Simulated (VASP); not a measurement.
Here is a VASP 6.6.1 calculation.

Contents of INCAR:

```
  PREC = Accurate
  ENCUT = 520
  EDIFF = 1E-7
  ISMEAR = 0
  SIGMA = 0.1
  LREAL = False
  LASPH = True
  NELM = 100
  ALGO = Normal
  ISIF = 2
  LWAVE = False
  LCHARG = True
  GGA = PE
  IVDW = 12
  LELF = True
  LVHAR = True
  NBANDS = 22
```

The input KPOINTS:

```
regular mesh
0
Gamma
  6 6 6
```

The input POSCAR:

```
Hf
1.0
    4.9623295440      0.0000000000      0.0000000000
   -2.4811647720      4.2975034470      0.0000000000
    0.0000000000      0.0000000000      3.0862322500
Hf
3
Direct
    0.6666666700      0.3333333300      0.5000000000
    0.3333333300      0.6666666700      0.5000000000
    0.0000000000      0.0000000000      0.0000000000
```

Potentials or basis: VASP PAW PBE potentials, release 64 (Hf_pv).

Launch:

```bash
$ cat potpaw_PBE.64/Hf_pv/POTCAR > POTCAR
$ mpirun -np 1 vasp_std > vasp.out
```

**Question.** Predict the dispersion energy per atom.

**Answer.** -0.459 eV.

**Question.** Estimate the band gap on the k mesh.

**Answer.** Zero (band 15 reaches 5.16 eV, above the bottom of band 16 at 4.25 eV).

**Question.** What does it give for the pressure?

**Answer.** -2.0 GPa.

Stress tensor (GPa, compression positive):
```
-2.18  0.00  0.00
 0.00 -2.18  0.00
 0.00  0.00 -1.52
```

Caveat: spin-orbit coupling is left out, which moves the levels of the heavy elements; pairwise dispersion overbinds metals, which lowers pressure and volume.
